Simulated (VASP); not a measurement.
Wanted: the native input for a VASP 6.6.1 run.

* Task: single point
* Functional: PBE
* Potentials or basis: VASP PAW PBE potentials, release 64 (Te, Mo_sv)
* Cutoff: 520 eV
* k mesh: 9 × 9 × 1
* Occupations: gaussian, width 0.05 eV
* Spin: no spin polarisation
* Dipole correction: yes
* Further INCAR settings: ALGO = Normal; EDIFF = 1e-07; NBANDS = 49

The structure of Te2Mo lies in POSCAR:

```
Te2Mo
1.0
    3.5181997505      0.0000000029      0.0000000000
   -1.7590998778      3.0468503581      0.0000000000
    0.0000000000      0.0000000000     34.5787886060
Te Mo
6 3
Direct
    0.6666666667      0.3333333333      0.2458154361
    0.6666666667      0.3333333333      0.3500755577
    0.3333333333      0.6666666667      0.4478699392
    0.3333333333      0.6666666667      0.5533640189
    0.6666666667      0.3333333333      0.6638305072
    0.6666666667      0.3333333333      0.7692422261
    0.3333333333      0.6666666667      0.2979454969
    0.6666666667      0.3333333333      0.5006760650
    0.3333333333      0.6666666667      0.7165614194
```

These files were run (other wordings do the same):

INCAR

```
ALGO     = Normal         # electronic algorithm
DIPOL    = 0.5 0.5 0.505
EDIFF    = 1E-7           # SCF threshold, eV
ENCUT    = 520            # plane-wave cutoff, eV
GGA      = PE             # functional
IDIPOL   = 3            
ISIF     = 2              # what is computed and relaxed
ISMEAR   = 0              # smearing method
LASPH    = True           # aspherical terms in the spheres
LCHARG   = True           # write CHGCAR
LDIPOL   = True         
LELF     = True           # ELF
LREAL    = False          # projectors in reciprocal space
LVACPOTAV= True         
LVHAR    = True         
LWAVE    = False          # write WAVECAR
NBANDS   = 49             # bands
NELM     = 60             # most SCF steps
PREC     = Accurate       # precision mode
SIGMA    = 0.05           # smearing width, eV
```

KPOINTS

```
k-points
0
Gamma
  9 9 1
```

Potentials or basis: VASP PAW PBE potentials, release 64 (Te, Mo_sv).

Launch:

```sh
$ cat potpaw_PBE.64/Te/POTCAR potpaw_PBE.64/Mo_sv/POTCAR > POTCAR
$ mpirun -np 1 vasp_std > vasp.out
```

Results of the run:

- Largest force: 0.271 eV/Å
- Band gap on the k mesh: 1.00 eV (least direct gap 1.06 eV)

Caveat: spin-orbit coupling is left out, which moves the levels of the heavy elements.

Wall time 11 min on 1 thread of Intel(R) Xeon(R) Platinum 8259CL CPU @ 2.50GHz (Skylake/Cascade Lake), with other jobs on the host, peak memory 0.57 GiB.
